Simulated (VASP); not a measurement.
# AlGa2As3 (I-4m2) in VASP: further runs

The runs below take AlGa2As3 through single point, with PBE.

Everything below comes from runs of VASP 6.6.1. Logs are shortened: lines on timing, memory, paths and dates and some standing lists are left out, and cuts for length are marked.

## 1. The cell of the first run

Symmetry: I-4m2, No. 119, tetragonal system. Conventional cell: a = 3.884 Å, b = 3.884 Å, c = 16.480 Å, α = 90.00°, β = 90.00°, γ = 90.00°. Al (site symmetry -4m2) has 4 As at 2.38 Å within 3.1 Å. Ga (site symmetry 2mm) has 4 As at 2.38 Å within 3.1 Å. Within 3.1 Å of As (site symmetry -4m2) lie 4 Ga at 2.38 Å. Within 3.1 Å of As (site symmetry 2mm) lie 2 Al at 2.38 Å and 2 Ga at 2.38 Å.

## 2. Single point, PBE

INCAR

```
SYSTEM = AlGa2As3
PREC = Accurate
ENCUT = 520
EDIFF = 1E-7
ISMEAR = 0
SIGMA = 0.1
LREAL = .False.
LASPH = .True.
NELM = 100
ALGO = Normal
ISIF = 2
LWAVE = .False.
LCHARG = .True.
GGA = PE
LELF = .True.
LVHAR = .True.
NBANDS = 31
```

KPOINTS

```
regular mesh
0
Gamma
  6 6 6
  0 0 0
```

POSCAR

```
AlGa2As3
1.0
   -1.9421898000      1.9421898000      8.2400134700
    1.9421898000     -1.9421898000      8.2400134700
    1.9421898000      1.9421898000     -8.2400134700
Al Ga As
1 2 3
Direct
    0.0000000000      0.0000000000      0.0000000000
    0.6666666700      0.6666666700      0.0000000000
    0.3333333300      0.3333333300      0.0000000000
    0.2500000000      0.7500000000      0.5000000000
    0.9166666700      0.4166666700      0.5000000000
    0.5833333300      0.0833333300      0.5000000000
```

Potentials or basis: VASP PAW PBE potentials, release 64 (Al, Ga_d, As).

Launch:

```sh
$ cat potpaw_PBE.64/Al/POTCAR potpaw_PBE.64/Ga_d/POTCAR potpaw_PBE.64/As/POTCAR > POTCAR
$ mpirun -np 1 vasp_std > vasp.out
```

OUTCAR:

```text
SYSTEM = AlGa2As3
   PREC = Accurate
   ENCUT = 520
   EDIFF = 1E-7
   ISMEAR = 0
   LREAL = .False.
   LASPH = .True.
   NELM = 100
   ISIF = 2
   GGA = PE

 ion  position               nearest neighbor table
   1  0.000  0.000  0.000-   6 2.38   5 2.38   6 2.38   5 2.38
   2  0.667  0.667  0.000-   4 2.38   4 2.38   6 2.38   6 2.38
   3  0.333  0.333  0.000-   4 2.38   4 2.38   5 2.38   5 2.38
   4  0.250  0.750  0.500-   3 2.38   2 2.38   3 2.38   2 2.38
   5  0.917  0.417  0.500-   1 2.38   1 2.38   3 2.38   3 2.38
   6  0.583  0.083  0.500-   1 2.38   1 2.38   2 2.38   2 2.38

  LATTYP: Found a body centered tetragonal cell.
 ALAT       =     3.8843796000
 C/A-ratio  =     4.2426406884

  Lattice vectors:

 A1 = (  -1.9421898000,   1.9421898000,   8.2400134700)
 A2 = (   1.9421898000,  -1.9421898000,   8.2400134700)
 A3 = (   1.9421898000,   1.9421898000,  -8.2400134700)

Analysis of symmetry for initial positions (statically):
=====================================================================
 Subroutine PRICEL returns:
 Original cell was already a primitive cell.

 Routine SETGRP: Setting up the symmetry group for a
 body centered tetragonal supercell.

 Subroutine GETGRP returns: Found  8 space group operations
 (whereof  8 operations were pure point group operations)
 out of a pool of 16 trial point group operations.

The static configuration has the point symmetry D_2d.

Analysis of symmetry for dynamics (positions and initial velocities):
=====================================================================
 Subroutine PRICEL returns:
 Original cell was already a primitive cell.

 Routine SETGRP: Setting up the symmetry group for a
 body centered tetragonal supercell.

 Subroutine GETGRP returns: Found  8 space group operations
 (whereof  8 operations were pure point group operations)
 out of a pool of 16 trial point group operations.

The dynamic configuration has the point symmetry D_2d.

 Subroutine INISYM returns: Found  8 space group operations
 (whereof  8 operations are pure point group operations),
 and found     1 'primitive' translations

----------------------------------------------------------------------------------------

                                     Primitive cell

  volume of cell :     124.3287

  direct lattice vectors                    reciprocal lattice vectors
    -1.942189800  1.942189800  8.240013470     0.000000000  0.257441369  0.060679512
     1.942189800 -1.942189800  8.240013470     0.257441369  0.000000000  0.060679512
     1.942189800  1.942189800 -8.240013470     0.257441369  0.257441369  0.000000000

[... 91 lines left out ...]
   EDIFF  = 0.1E-06   stopping-criterion for ELM
   LREAL  =      F    real-space projection
   EDIFFG = 0.1E-05   stopping-criterion for IOM
   NSW    =      0    number of steps for IOM
   IBRION =     -1    ionic relax: 0-MD 1-quasi-New 2-CG
   NFREE  =      0    steps in history (QN), initial steepest desc. (CG)
   ISIF   =      2    stress and relaxation
   ISYM   =      2    0-nonsym 1-usesym 2-fastsym
   POTIM  = 0.5000    time-step for ionic-motion
   TEBEG  =    0.0;   TEEND  =   0.0 temperature during run
   PSTRESS=    0.0 pullay stress
   NELECT =      44.0000    total number of electrons
   NUPDOWN=      -1.0000    fix difference up-down
   EMIN   =  10.00;   EMAX   =-10.00  energy-range for DOS
   EFERMI =   0.00;   METHOD = LEGACY
   ISMEAR =     0;   SIGMA  =   0.10  broadening in eV -4-tet -1-fermi 0-gaus
   EFERMI_NEDOS =   21; number of points for ismear=-14 and -15
   IALGO  =     38    algorithm
   IMIX   =      4    mixing-type and parameters
     AMIX     =   0.40;   BMIX     =  1.00
     AMIX_MAG =   1.60;   BMIX_MAG =  1.00
  volume/ion in A,a.u.               =      20.72       139.84
  Fermi-wavevector in a.u.,A,eV,Ry     =   1.157982  2.188270 18.244369  1.340923
  Thomas-Fermi vector in A             =   2.294589
   LORBIT       =      0    0 simple, 1 ext, 2 COOP (PROOUT), +10 PAW based schemes
   GGA     = PE    functional components
   LHFCALC =     F    Hartree Fock is set to
   AEXX    =    0.0000 exact exchange contribution
   IVDW    =     0    specifies the selected vdW correction
   LEPSILON=     F    determine dielectric tensor
   LRPA    =     F    only Hartree local field effects (RPA)
 non-spin polarized calculation
 Gauss-broadening in eV      SIGMA  =   0.10
  energy-cutoff  :      520.00
  volume of cell :      124.33
 maximum number of plane-waves:      3368
 NGX is ok and might be reduce to    70
   NGX = 33   NGY = 33   NGZ = 33

 number of electron      44.0000001 magnetization

 Free energy of the ion-electron system (eV)
  ---------------------------------------------------
  ext. energy  EPLUGINS =         0.00000000
  ---------------------------------------------------
  free energy    TOTEN  =       -25.34088757 eV

  energy without entropy =      -25.34088757  energy(sigma->0) =      -25.34088757

 E-fermi :   5.1767     XC(G=0):  -9.7868

 val. band max:        4.7557479208   @ k =   0.0000   0.0000   0.0000
 cond. band min:       6.0125989756   @ k =   0.5000   0.5000   0.0000
 fundamental gap:      1.2568510548
 Fermi energy:         5.1766871704

 k-point     1 :       0.0000    0.0000    0.0000
  band No.  band energies     occupation
      1     -10.1995      2.00000
      2     -10.1214      2.00000
      3     -10.0663      2.00000
      4     -10.0663      2.00000
      5     -10.0336      2.00000
      6     -10.0336      2.00000
[... 805 lines left out ...]
     30       9.9550      0.00000
     31      10.4815      0.00000

 [... further k-points ...]
[... 5 lines left out ...]
  --------------------------------------------------------------------------------------
  -------------------------------------------------------------------------------------
  Total        8.9716428      8.9716428      8.7724388      0.0000000      0.0000000      0.0000000
  in kB      115.6142338    115.6142338    113.0471653      0.0000000      0.0000000      0.0000000
  external PRESSURE =     114.7585443 kB  Pullay stress =       0.0000000 kB

 VOLUME and BASIS-vectors are now :
 -----------------------------------------------------------------------------
  energy-cutoff  :      520.00
  volume of cell :      124.33
      direct lattice vectors                 reciprocal lattice vectors
    -1.942189800  1.942189800  8.240013470     0.000000000  0.257441369  0.060679512
     1.942189800 -1.942189800  8.240013470     0.257441369  0.000000000  0.060679512
     1.942189800  1.942189800 -8.240013470     0.257441369  0.257441369  0.000000000

 POSITION                                       TOTAL-FORCE (eV/Angst)
 -----------------------------------------------------------------------------------
      0.00000      0.00000      0.00000         0.000000      0.000000      0.000000
      0.00000      0.00000     10.98668        -0.000000      0.000000      0.039054
      0.00000      0.00000      5.49334        -0.000000      0.000000     -0.039054
      1.94219     -0.00000      4.12001         0.000000      0.000000      0.000000
      0.00000      1.94219      6.86668         0.000000     -0.000000      0.096876
      0.00000      1.94219      1.37334         0.000000     -0.000000     -0.096876
 -----------------------------------------------------------------------------------
    total drift:                                0.000001     -0.000001      0.000000

  FREE ENERGIE OF THE ION-ELECTRON SYSTEM (eV)
  ---------------------------------------------------
  free  energy   TOTEN  =       -25.3408875687 eV

  energy  without entropy=      -25.3408875687  energy(sigma->0) =      -25.34088757
```

OSZICAR:

```text
N       E                     dE             d eps       ncg     rms          rms(c)
DAV:   1     0.333889188595E+03    0.33389E+03   -0.19418E+04  1979   0.178E+03
DAV:   2     0.195161425301E+02   -0.31437E+03   -0.29820E+03  2009   0.486E+02
DAV:   3    -0.240432689889E+02   -0.43559E+02   -0.42737E+02  2184   0.129E+02
DAV:   4    -0.259227148943E+02   -0.18794E+01   -0.18738E+01  2325   0.287E+01
DAV:   5    -0.259673949116E+02   -0.44680E-01   -0.44668E-01  2453   0.416E+00    0.572E+00
DAV:   6    -0.254259258590E+02    0.54147E+00   -0.76747E-01  2718   0.118E+01    0.332E+00
DAV:   7    -0.253383730221E+02    0.87553E-01   -0.57992E-01  2207   0.368E+00    0.104E+00
DAV:   8    -0.253398892126E+02   -0.15162E-02   -0.77580E-02  2247   0.326E+00    0.294E-01
DAV:   9    -0.253405971102E+02   -0.70790E-03   -0.97033E-03  2631   0.141E+00    0.814E-02
DAV:  10    -0.253407163957E+02   -0.11929E-03   -0.11139E-03  2269   0.286E-01    0.395E-02
DAV:  11    -0.253408825369E+02   -0.16614E-03   -0.25227E-04  2189   0.105E-01    0.184E-02
DAV:  12    -0.253408857621E+02   -0.32251E-05   -0.20519E-05  2557   0.474E-02    0.918E-03
DAV:  13    -0.253408870594E+02   -0.12973E-05   -0.76098E-06  2491   0.145E-02    0.259E-03
DAV:  14    -0.253408875814E+02   -0.52200E-06   -0.72677E-07  2449   0.725E-03    0.185E-03
DAV:  15    -0.253408875687E+02    0.12677E-07   -0.61335E-08  1484   0.248E-03
   1 F= -.25340888E+02 E0= -.25340888E+02  d E =-.107175E-10
```

Wall time 9.6 min (1 thread of Intel Xeon Platinum 8488C (Sapphire Rapids), shared host); peak memory 0.71 GiB.

Results:

```yaml
Free_energy: -25.3409 eV
Pressure: 11.5 GPa
Largest_force: 0.097 eV/Å
Band_gap_on_the_k_mesh: 1.26 eV, indirect (least direct gap 1.45 eV)
```

Forces on the atoms (eV/Å):
```
Al   0.000  0.000  0.000
Ga   0.000  0.000  0.039
Ga   0.000  0.000 -0.039
As   0.000  0.000  0.000
As   0.000  0.000  0.097
As   0.000  0.000 -0.097
```

A k mesh can miss the band edges.

## 3. Single point, PBE

This run uses another cell than the first one, of 23.63 Å³/atom, 1.140 times its volume.

INCAR is that of step 2.

KPOINTS

```
Automatic mesh
0
Gamma
  6 6 6
  0 0 0
```

POSCAR

```
AlGa2As3
1.0
   -2.0319061589      2.0319061589      8.5852937638
    2.0319061589     -2.0319061589      8.5852937638
    2.0319061589      2.0319061589     -8.5852937638
Al Ga As
1 2 3
Direct
    0.0000000000      0.0000000000      0.0000000000
    0.6665710205      0.6665710205      0.0000000000
    0.3334289795      0.3334289795      0.0000000000
    0.2500000000      0.7500000000      0.5000000000
    0.9172390333      0.4172390333      0.5000000000
    0.5827609667      0.0827609667      0.5000000000
```

Potentials or basis: VASP PAW PBE potentials, release 64 (Al, Ga_d, As).

Launch:

```sh
$ cat potpaw_PBE.64/Al/POTCAR potpaw_PBE.64/Ga_d/POTCAR potpaw_PBE.64/As/POTCAR > POTCAR
$ mpirun -np 1 vasp_std > vasp.out
```

OUTCAR:

```text
SYSTEM = AlGa2As3
   PREC = Accurate
   ENCUT = 520
   EDIFF = 1E-7
   ISMEAR = 0
   LREAL = .False.
   LASPH = .True.
   NELM = 100
   ISIF = 2
   GGA = PE

 ion  position               nearest neighbor table
   1  0.000  0.000  0.000-   6 2.48   5 2.48   6 2.48   5 2.48
   2  0.667  0.667  0.000-   4 2.49   4 2.49   6 2.49   6 2.49
   3  0.333  0.333  0.000-   4 2.49   4 2.49   5 2.49   5 2.49
   4  0.250  0.750  0.500-   2 2.49   3 2.49   3 2.49   2 2.49
   5  0.917  0.417  0.500-   1 2.48   1 2.48   3 2.49   3 2.49
   6  0.583  0.083  0.500-   1 2.48   1 2.48   2 2.49   2 2.49

[... 1023 lines left out ...]
  -------------------------------------------------------------------------------------
  Total        0.1609749      0.1609749      0.1666364      0.0000000      0.0000000      0.0000000
  in kB        1.8190574      1.8190574      1.8830328      0.0000000      0.0000000      0.0000000
  external PRESSURE =       1.8403825 kB  Pullay stress =       0.0000000 kB

 VOLUME and BASIS-vectors are now :
 -----------------------------------------------------------------------------
  energy-cutoff  :      520.00
  volume of cell :      141.78
      direct lattice vectors                 reciprocal lattice vectors
    -2.031906159  2.031906159  8.585293764     0.000000000  0.246074356  0.058239125
     2.031906159 -2.031906159  8.585293764     0.246074356  0.000000000  0.058239125
     2.031906159  2.031906159 -8.585293764     0.246074356  0.246074356  0.000000000

 POSITION                                       TOTAL-FORCE (eV/Angst)
 -----------------------------------------------------------------------------------
      0.00000      0.00000      0.00000        -0.000000      0.000000     -0.000000
      0.00000      0.00000     11.44542         0.000000     -0.000000      0.000314
      0.00000      0.00000      5.72517         0.000000     -0.000000     -0.000314
      2.03191      0.00000      4.29265        -0.000000      0.000000      0.000000
      0.00000      2.03191      7.16424         0.000000      0.000000      0.004205
      0.00000      2.03191      1.42105        -0.000000     -0.000000     -0.004205
 -----------------------------------------------------------------------------------
    total drift:                                0.000001     -0.000001      0.000000

  FREE ENERGIE OF THE ION-ELECTRON SYSTEM (eV)
  ---------------------------------------------------
  free  energy   TOTEN  =       -25.9071209395 eV

  energy  without entropy=      -25.9071209175  energy(sigma->0) =      -25.90712093
```

OSZICAR:

```text
N       E                     dE             d eps       ncg     rms          rms(c)
DAV:   1     0.310444226212E+03    0.31044E+03   -0.19300E+04  1952   0.170E+03
DAV:   2     0.139635051115E+02   -0.29648E+03   -0.28200E+03  2074   0.445E+02
DAV:   3    -0.247513303429E+02   -0.38715E+02   -0.37909E+02  2197   0.121E+02
DAV:   4    -0.263870900987E+02   -0.16358E+01   -0.16304E+01  2307   0.266E+01
DAV:   5    -0.264314610795E+02   -0.44371E-01   -0.44356E-01  2378   0.407E+00    0.500E+00
DAV:   6    -0.259618722691E+02    0.46959E+00   -0.75798E-01  2748   0.991E+00    0.287E+00
DAV:   7    -0.259044302450E+02    0.57442E-01   -0.45297E-01  2192   0.290E+00    0.987E-01
DAV:   8    -0.259061784101E+02   -0.17482E-02   -0.60304E-02  2258   0.267E+00    0.193E-01
DAV:   9    -0.259066161917E+02   -0.43778E-03   -0.75956E-03  2457   0.120E+00    0.750E-02
DAV:  10    -0.259069268105E+02   -0.31062E-03   -0.94017E-04  2334   0.215E-01    0.367E-02
DAV:  11    -0.259071161117E+02   -0.18930E-03   -0.26145E-04  2178   0.834E-02    0.110E-02
DAV:  12    -0.259071190019E+02   -0.28902E-05   -0.10587E-05  2756   0.227E-02    0.467E-03
DAV:  13    -0.259071204803E+02   -0.14784E-05   -0.45979E-06  2202   0.879E-03    0.186E-03
DAV:  14    -0.259071208670E+02   -0.38671E-06   -0.30702E-07  2236   0.273E-03    0.102E-03
DAV:  15    -0.259071209395E+02   -0.72520E-07   -0.46767E-08  1491   0.111E-03
   1 F= -.25907121E+02 E0= -.25907121E+02  d E =-.219998E-07
```

stdout:

```text
POSCAR found type information on POSCAR AlGaAs
 POSCAR found :  3 types and       6 ions
 scaLAPACK will be used
 LDA part: xc-table for (Slater+PW92), standard interpolation
 POSCAR, INCAR and KPOINTS ok, starting setup
 FFT: planning ... GRIDC
 FFT: planning ... GRID_SOFT
 FFT: planning ... GRID
 WAVECAR not read
 entering main loop
```

Run time: 10 min. Hardware: 1 thread of Intel Xeon Platinum 8488C (Sapphire Rapids), shared host; peak memory 0.7 GiB.

What came out:

```yaml
Free_energy: -25.9071 eV
Pressure: 0.2 GPa
Largest_force: 0.004 eV/Å
Band_gap_on_the_k_mesh: 0.65 eV, direct
```

Forces on the atoms (eV/Å):
```
Al   0.000  0.000  0.000
Ga   0.000  0.000  0.000
Ga   0.000  0.000  0.000
As   0.000  0.000  0.000
As   0.000  0.000  0.004
As   0.000  0.000 -0.004
```

Levels at points of the mesh, in eV from the valence-band top:
```
           k point  band 20  band 21  band 22  band 23  band 24  band 25
(0.00, 0.00, 0.00)    -0.01     0.00     0.00     0.65     1.62     1.96
(0.50, 0.00, 0.00)    -1.01    -0.96    -0.96     1.19     2.47     2.82
(0.50, 0.50, 0.00)    -2.84    -2.36    -2.36     1.53     1.82     3.13
(0.50, 0.50, 0.50)    -0.97    -0.80    -0.80     1.50     1.81     2.46
```
